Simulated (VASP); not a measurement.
# SnO (Romarchite) (P4/nmm) in VASP: a series of runs, part 2 of 2

VASP 6.6.1. Earlier steps stand in the parts before.

## 4. Single point, PBE

This run uses another cell than the first one, of 16.75 Å³/atom, 1.067 times its volume.

Input file INCAR:

```
SYSTEM = SnO
PREC = Accurate ; ENCUT = 520
EDIFF = 1E-6 ; ISMEAR = -1
SIGMA = 0.1 ; LREAL = .False.
LASPH = .True. ; NELM = 60
ALGO = Normal ; ISIF = 2
LWAVE = .False. ; LCHARG = .False.
GGA = PE ; NBANDS = 28
```

Input file KPOINTS:

```
Automatic mesh
0
Gamma
  6 6 6
  0 0 0
```

Input file POSCAR:

```
SnO
1.0
    3.8093905939      0.0000000000      0.0000000000
    0.0000000000      3.8093905939      0.0000000000
    0.0000000000      0.0000000000      4.6179532392
Sn O
2 2
Direct
    0.5000000000      0.0000000000      0.2512201053
    0.0000000000      0.5000000000      0.7487798947
    0.0000000000      0.0000000000      0.0000000000
    0.5000000000      0.5000000000      0.0000000000
```

Potentials or basis: VASP PAW PBE potentials, release 64 (Sn_d, O).

Run with:

```console
$ cat potpaw_PBE.64/Sn_d/POTCAR potpaw_PBE.64/O/POTCAR > POTCAR
$ mpirun -np 1 vasp_std > vasp.out
```

OUTCAR:

```text
SYSTEM = SnO
   PREC = Accurate
   ENCUT = 520
   EDIFF = 1E-6
   ISMEAR = -1
   LREAL = .False.
   LASPH = .True.
   NELM = 60
   ISIF = 2
   GGA = PE

 ion  position               nearest neighbor table
   1  0.500  0.000  0.251-   3 2.23   4 2.23   4 2.23   3 2.23   2 3.54   2 3.54   2 3.54   2 3.54
                             2 3.56   2 3.56   2 3.56   2 3.56
   2  0.000  0.500  0.749-   3 2.23   4 2.23   3 2.23   4 2.23   1 3.54   1 3.54   1 3.54   1 3.54
                             1 3.56   1 3.56   1 3.56   1 3.56
   3  0.000  0.000  0.000-   1 2.23   2 2.23   2 2.23   1 2.23
   4  0.500  0.500  0.000-   1 2.23   2 2.23   1 2.23   2 2.23

  LATTYP: Found a simple tetragonal cell.
 ALAT       =     3.8093905939
 C/A-ratio  =     1.2122551168

  Lattice vectors:

 A1 = (   3.8093905939,   0.0000000000,   0.0000000000)
 A2 = (   0.0000000000,   3.8093905939,   0.0000000000)
 A3 = (   0.0000000000,   0.0000000000,   4.6179532392)

Analysis of symmetry for initial positions (statically):
=====================================================================
 Subroutine PRICEL returns:
 Original cell was already a primitive cell.

 Routine SETGRP: Setting up the symmetry group for a
 simple tetragonal supercell.

 Subroutine GETGRP returns: Found 16 space group operations
 (whereof  8 operations were pure point group operations)
 out of a pool of 16 trial point group operations.

The static configuration has the point symmetry D_2d.
 The point group associated with its full space group is D_4h.

Analysis of symmetry for dynamics (positions and initial velocities):
=====================================================================
 Subroutine PRICEL returns:
 Original cell was already a primitive cell.

 Routine SETGRP: Setting up the symmetry group for a
 simple tetragonal supercell.

 Subroutine GETGRP returns: Found 16 space group operations
 (whereof  8 operations were pure point group operations)
 out of a pool of 16 trial point group operations.

The dynamic configuration has the point symmetry D_2d.
 The point group associated with its full space group is D_4h.

 Subroutine INISYM returns: Found 16 space group operations
 (whereof  8 operations are pure point group operations),
 and found     1 'primitive' translations

----------------------------------------------------------------------------------------

                                     Primitive cell

  volume of cell :      67.0132

  direct lattice vectors                    reciprocal lattice vectors
     3.809390594  0.000000000  0.000000000     0.262509180  0.000000000  0.000000000
     0.000000000  3.809390594  0.000000000     0.000000000  0.262509180  0.000000000
     0.000000000  0.000000000  4.617953239     0.000000000  0.000000000  0.216546151

  length of vectors
     3.809390594  3.809390594  4.617953239     0.262509180  0.262509180  0.216546151

  position of ions in fractional coordinates (direct lattice)
     0.500000000  0.000000000  0.251220105
     0.000000000  0.500000000  0.748779895
     0.000000000  0.000000000  0.000000000
     0.500000000  0.500000000  0.000000000

  ion indices of the primitive-cell ions
   primitive index   ion index
                 1           1
                 2           2
                 3           3
                 4           4

----------------------------------------------------------------------------------------

 KPOINTS: Automatic mesh

Automatic generation of k-mesh.
 Grid dimensions read from file:
[... 25 lines left out ...]
  0.500000  0.000000  0.000000      2.000000
  0.166667  0.166667  0.000000      4.000000
  0.333333  0.166667  0.000000      8.000000
[... 16 lines left out ...]
  0.333333  0.000000  0.333333      8.000000
  0.500000  0.000000  0.333333      4.000000
 [... further k-points ...]
   k-points           NKPTS =     40   k-points in BZ     NKDIM =     40   number of bands    NBANDS=     28
   number of dos      NEDOS =    301   number of ions     NIONS =      4
   total plane-waves  NPLWV =  28224
   dimension x,y,z NGX =    28 NGY =   28 NGZ =   36
   dimension x,y,z NGXF=    56 NGYF=   56 NGZF=   72
   ions per type =               2   2
   NGX,Y,Z   is equivalent  to a cutoff of  12.22, 12.22, 12.96 a.u.
   NGXF,Y,Z  is equivalent  to a cutoff of  24.44, 24.44, 25.92 a.u.
 SYSTEM =  SnO
   PREC   = accura    normal or accurate (medium, high low for compatibility)
   ISTART =      0    job   : 0-new  1-cont  2-samecut
   ICHARG =      2    charge: 1-file 2-atom 10-const
   ISPIN  =      1    spin polarized calculation?
   LNONCOLLINEAR =      F non collinear calculations
   LSORBIT =      F    spin-orbit coupling
   LASPH  =      T    aspherical Exc in radial PAW
   ENCUT  =  520.0 eV  38.22 Ry    6.18 a.u.   7.08  7.08  8.59*2*pi/ulx,y,z
   NELM   =     60;   NELMIN=  2; NELMDL= -5     # of ELM steps
   EDIFF  = 0.1E-05   stopping-criterion for ELM
   LREAL  =      F    real-space projection
   EDIFFG = 0.1E-04   stopping-criterion for IOM
   NSW    =      0    number of steps for IOM
   IBRION =     -1    ionic relax: 0-MD 1-quasi-New 2-CG
   NFREE  =      0    steps in history (QN), initial steepest desc. (CG)
   ISIF   =      2    stress and relaxation
   ISYM   =      2    0-nonsym 1-usesym 2-fastsym
   POTIM  = 0.5000    time-step for ionic-motion
   TEBEG  =    0.0;   TEEND  =   0.0 temperature during run
   PSTRESS=    0.0 pullay stress
   NELECT =      40.0000    total number of electrons
   NUPDOWN=      -1.0000    fix difference up-down
   EMIN   =  10.00;   EMAX   =-10.00  energy-range for DOS
   EFERMI =   0.00;   METHOD = LEGACY
   ISMEAR =    -1;   SIGMA  =   0.10  broadening in eV -4-tet -1-fermi 0-gaus
   EFERMI_NEDOS =   21; number of points for ismear=-14 and -15
   IALGO  =     38    algorithm
   IMIX   =      4    mixing-type and parameters
     AMIX     =   0.40;   BMIX     =  1.00
     AMIX_MAG =   1.60;   BMIX_MAG =  1.00
  volume/ion in A,a.u.               =      16.75       113.06
  Fermi-wavevector in a.u.,A,eV,Ry     =   1.378398  2.604795 25.850813  1.899981
  Thomas-Fermi vector in A             =   2.503463
   LORBIT       =      0    0 simple, 1 ext, 2 COOP (PROOUT), +10 PAW based schemes
   GGA     = PE    functional components
   LHFCALC =     F    Hartree Fock is set to
   AEXX    =    0.0000 exact exchange contribution
   IVDW    =     0    specifies the selected vdW correction
   LEPSILON=     F    determine dielectric tensor
   LRPA    =     F    only Hartree local field effects (RPA)
 non-spin polarized calculation
  energy-cutoff  :      520.00
  volume of cell :       67.01
 maximum number of plane-waves:      1834
   NGX = 15   NGY = 15   NGZ = 17

 number of electron      40.0000001 magnetization

 Free energy of the ion-electron system (eV)
  ---------------------------------------------------
  ext. energy  EPLUGINS =         0.00000000
  ---------------------------------------------------
  free energy    TOTEN  =       -22.63390248 eV

  energy without entropy =      -22.62554629  energy(sigma->0) =      -22.62972438

 E-fermi :   7.6978     XC(G=0): -10.5335

 val. band max:        7.6695978067   @ k =   0.0000   0.0000   0.0000
 cond. band min:       7.8821071169   @ k =   0.5000   0.5000   0.1667
 fundamental gap:      0.2125093102
 Fermi energy:         7.6977921358

 k-point     1 :       0.0000    0.0000    0.0000
  band No.  band energies     occupation
      1     -14.3771      2.00000
      2     -13.9648      2.00000
      3     -13.9648      2.00000
      4     -13.9442      2.00000
      5     -13.9177      2.00000
      6     -13.9147      2.00000
[... 733 lines left out ...]
     27      16.8578      0.00000
     28      16.8578      0.00000

 [... further k-points ...]

------------------------ aborting loop because EDIFF is reached ----------------------------------------

  FORCE on cell =-STRESS in cart. coord.  units (eV):
  Direction    XX          YY          ZZ          XY          YZ          ZX
  --------------------------------------------------------------------------------------
  -------------------------------------------------------------------------------------
  Total        1.7923353      1.7923353      1.7976942      0.0000000      0.0000000      0.0000000
  in kB       42.8518223     42.8518223     42.9799456      0.0000000      0.0000000      0.0000000
  external PRESSURE =      42.8945301 kB  Pullay stress =       0.0000000 kB

 VOLUME and BASIS-vectors are now :
 -----------------------------------------------------------------------------
  energy-cutoff  :      520.00
  volume of cell :       67.01
      direct lattice vectors                 reciprocal lattice vectors
     3.809390594  0.000000000  0.000000000     0.262509180  0.000000000  0.000000000
     0.000000000  3.809390594  0.000000000     0.000000000  0.262509180  0.000000000
     0.000000000  0.000000000  4.617953239     0.000000000  0.000000000  0.216546151

 POSITION                                       TOTAL-FORCE (eV/Angst)
 -----------------------------------------------------------------------------------
      1.90470      0.00000      1.16012         0.000000      0.000000      0.087738
      0.00000      1.90470      3.45783        -0.000000      0.000000     -0.087738
      0.00000      0.00000      0.00000        -0.000000      0.000000      0.000000
      1.90470      1.90470      0.00000        -0.000000     -0.000000      0.000000
 -----------------------------------------------------------------------------------
    total drift:                                0.000000      0.000000      0.000000

  FREE ENERGIE OF THE ION-ELECTRON SYSTEM (eV)
  ---------------------------------------------------
  free  energy   TOTEN  =       -22.6339024783 eV

  energy  without entropy=      -22.6255462886  energy(sigma->0) =      -22.62972438
```

stdout:

```text
POSCAR found type information on POSCAR SnO
 POSCAR found :  2 types and       4 ions
 scaLAPACK will be used
 LDA part: xc-table for (Slater+PW92), standard interpolation
 POSCAR, INCAR and KPOINTS ok, starting setup
 FFT: planning ... GRIDC
 FFT: planning ... GRID_SOFT
 FFT: planning ... GRID
 WAVECAR not read
 entering main loop
```

Wall time 26 s (1 thread of Intel Xeon 6975P-C (Granite Rapids), shared host); peak memory 0.2 GiB.

Results:

- Free energy: -22.6339 eV
- Pressure: 4.3 GPa
- Largest force: 0.088 eV/Å
- Band gap on the k mesh: zero (band 20 reaches 7.67 eV, above the bottom of band 21 at 7.40 eV)

Forces in eV/Å, atoms in the order of the input:
```
Sn   0.000  0.000  0.088
Sn   0.000  0.000 -0.088
O    0.000  0.000  0.000
O    0.000  0.000  0.000
```

Levels at points of the mesh, in eV from the Fermi level:
```csv
k point,band 16,band 17,band 18,band 19,band 20,band 21,band 22,band 23,band 24,band 25
"(0.00, 0.00, 0.00)",-6.31,-3.50,-3.18,-3.18,-0.03,2.31,4.32,4.32,5.02,6.05
"(0.50, 0.00, 0.00)",-4.99,-4.86,-4.86,-2.88,-2.88,3.42,3.42,5.72,5.72,6.40
"(0.50, 0.50, 0.00)",-5.09,-2.52,-2.52,-1.95,-1.95,-0.30,-0.30,4.54,4.54,7.80
"(0.00, 0.00, 0.50)",-3.60,-3.20,-3.20,-2.78,-2.19,1.72,2.54,2.54,3.42,7.98
"(0.50, 0.00, 0.50)",-5.57,-4.80,-4.80,-1.78,-1.78,2.82,2.82,5.11,5.11,6.90
"(0.50, 0.50, 0.50)",-5.75,-2.98,-2.98,-2.53,-2.53,2.19,2.19,4.48,4.48,5.68
```

Caveat: spin-orbit coupling is left out, which moves the levels of the heavy elements.

## 5. Summary

```tsv
cell	gap on the mesh (eV)	pressure (GPa)	largest force (eV/Å)
a = 3.763, b = 3.763, c = 4.435 Å, 4 atoms	none	8.3	0.09
a = 3.786, b = 3.786, c = 4.514 Å, 4 atoms	none	6.3	0.09
a = 3.809, b = 3.809, c = 4.618 Å, 4 atoms	none	4.3	0.09
```

Alike in all rows: task single point; level PBE; potentials or basis VASP PAW PBE potentials, release 64 (Sn_d, O); no spin polarisation; k mesh 6 × 6 × 6; cutoff (eV) 520; smearing fermi-dirac 0.1 eV.

Caveats: spin-orbit coupling is left out, which moves the levels of the heavy elements.

Absolute energies hang on the potentials; compare differences alone.
